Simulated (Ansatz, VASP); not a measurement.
## Mg3ZnTe4 in VASP and in Ansatz

Contents of POSCAR:

```
Mg3ZnTe4
1.0
    4.5375217717      0.0000000000      0.0000000000
   -2.2687608858      3.9296091245      0.0000000000
    0.0000000000      0.0000000000     14.9108318000
Mg Zn Te
3 1 4
Direct
    0.6666666667      0.3333333333      0.0049170000
    0.6666666667      0.3333333333      0.4954430000
    0.0000000000      0.0000000000      0.7502890000
    0.0000000000      0.0000000000      0.2503810000
    0.6666666667      0.3333333333      0.1947550000
    0.6666666667      0.3333333333      0.6844970000
    0.0000000000      0.0000000000      0.4304960000
    0.0000000000      0.0000000000      0.9392220000
```

File INCAR.step1:

```
PREC     = Accurate       # precision mode
ENCUT    = 520            # plane-wave cutoff, eV
ISMEAR   = 0              # smearing method
SIGMA    = 0.02           # smearing width, eV
LREAL    = F              # projectors in reciprocal space
LASPH    = T              # aspherical terms in the spheres
NELM     = 80             # most SCF steps
NBANDS   = 31             # bands
GGA      = PE             # functional
ALGO     = Normal         # electronic algorithm
EDIFF    = 1E-4           # SCF threshold, eV
LWAVE    = T              # write WAVECAR
LCHARG   = F              # write CHGCAR
```

Contents of INCAR.step2:

```
PREC     = Accurate       # precision mode
ENCUT    = 520            # plane-wave cutoff, eV
EDIFF    = 1E-6           # SCF threshold, eV
ISMEAR   = 0              # smearing method
SIGMA    = 0.02           # smearing width, eV
LREAL    = F              # projectors in reciprocal space
LASPH    = T              # aspherical terms in the spheres
NELM     = 80             # most SCF steps
ALGO     = Normal         # electronic algorithm
ISIF     = 2              # what is computed and relaxed
LWAVE    = F              # write WAVECAR
LCHARG   = F              # write CHGCAR
METAGGA  = R2SCAN         # meta-GGA
LMIXTAU  = T            
NBANDS   = 31             # bands
ISTART   = 1
```

File KPOINTS:

```
Automatic mesh
0
Gamma
  6 6 2
```

Input for Ansatz:

```yaml
crystal:
  lattice:
    - [4.5375217717, 0.0, 0.0]
    - [-2.2687608858, 3.9296091245, 0.0]
    - [0.0, 0.0, 14.9108318]
  atoms:
    - { symbol: Mg, position: [0.6666666667, 0.3333333333, 0.004917] }
    - { symbol: Mg, position: [0.6666666667, 0.3333333333, 0.495443] }
    - { symbol: Mg, position: [0.0, 0.0, 0.750289] }
    - { symbol: Zn, position: [0.0, 0.0, 0.250381] }
    - { symbol: Te, position: [0.6666666667, 0.3333333333, 0.194755] }
    - { symbol: Te, position: [0.6666666667, 0.3333333333, 0.684497] }
    - { symbol: Te, position: [0.0, 0.0, 0.430496] }
    - { symbol: Te, position: [0.0, 0.0, 0.939222] }
basis:
  ecutwfc: 500
kpoints:
  mp_grid: { grid: [6, 6, 2] }
  band_path:
    path:
      - [[0.0, 0.0, 0.0], [0.5, 0.0, 0.0], [0.33333333, 0.33333333, 0.0], [0.0, 0.0, 0.0], [0.0, 0.0, 0.5], [0.5, 0.0, 0.5], [0.33333333, 0.33333333, 0.5], [0.0, 0.0, 0.5]]
      - [[0.5, 0.0, 0.5], [0.5, 0.0, 0.0]]
      - [[0.33333333, 0.33333333, 0.5], [0.33333333, 0.33333333, 0.0]]
    npoints: 14
hamiltonian:
  xc: r2scan
scf:
  occupations: { method: gaussian, width: 0.02 }
  n_extra_bands: 20
output:
  forces: true
  stress: true
  eigenvalues: true
  populations: true
  dos: { projected: true, de: 0.02, nscf_kmesh: { grid: [9, 9, 3] } }
  bader: true
  write_density: true
  write_potential: true
  elf: true
  volumetric_format: npy
```

Alike in both runs: task single point; functional r2SCAN; k mesh 6 × 6 × 2; occupations gaussian, width 0.02 eV; no spin polarisation.

|  | VASP | Ansatz |
| --- | --- | --- |
| version | VASP 6.6.1 | Ansatz 0.2.0 |
| potentials or method | VASP PAW PBE potentials, release 64 (Mg, Zn, Te), cutoff 520 eV | scalar-relativistic, plane waves, PAW |
| valence electrons in the cell | 42 | 106 |

```tsv
	VASP	Ansatz	Ansatz less VASP
gap on the k mesh at the Fermi level (eV)	1.97	1.98	+0.006
least direct gap on the mesh (eV)	1.97	1.98	+0.006
pressure (GPa)	-0.9	-0.9	+0.06
rms of the force components (eV/Å)	0.008	0.014	+0.0058
```

VASP's potentials were made for PBE, not for r2SCAN. Atom by atom the forces differ by 0.008 eV/Å (rms over components). VASP's potentials hold 42 valence electrons a cell and Ansatz's 106, so a difference there can come from the potentials and not from the codes.

Neither program's run includes spin-orbit coupling.
